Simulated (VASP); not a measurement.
The system is CsBr.

```
Cs Br
1.0
     4.31938    0.00000    0.00000
     0.00000    4.31938    0.00000
     0.00000    0.00000    4.31938
Cs Br
1 1
Direct
  0.00000 0.00000 0.00000
  0.50000 0.50000 0.50000
```

Program: VASP 6.6.1. Alike in all runs: task single point; no spin polarisation; cell as given; k mesh 4 × 4 × 4; smearing gaussian 0.01 eV. Hardware: 1 thread of Intel(R) Xeon(R) 6975P-C (Granite Rapids), on a shared host.

Task: Order these runs on this cell by their wall time, lowest first.
A. level LDA; potentials or basis VASP PAW LDA potentials, release 64 (Cs_sv, Br); cutoff (eV) 500
B. level HSE06; potentials or basis VASP PAW PBE potentials, release 64 (Cs_sv, Br); cutoff (eV) 400; grid for exact exchange (PRECFOCK) Normal; screening parameter 0.2079 1/Å
C. level r2SCAN; potentials or basis VASP PAW PBE potentials, release 64 (Cs_sv, Br); cutoff (eV) 550

Result: A (3.5 s), C (26 s), B (150 s).
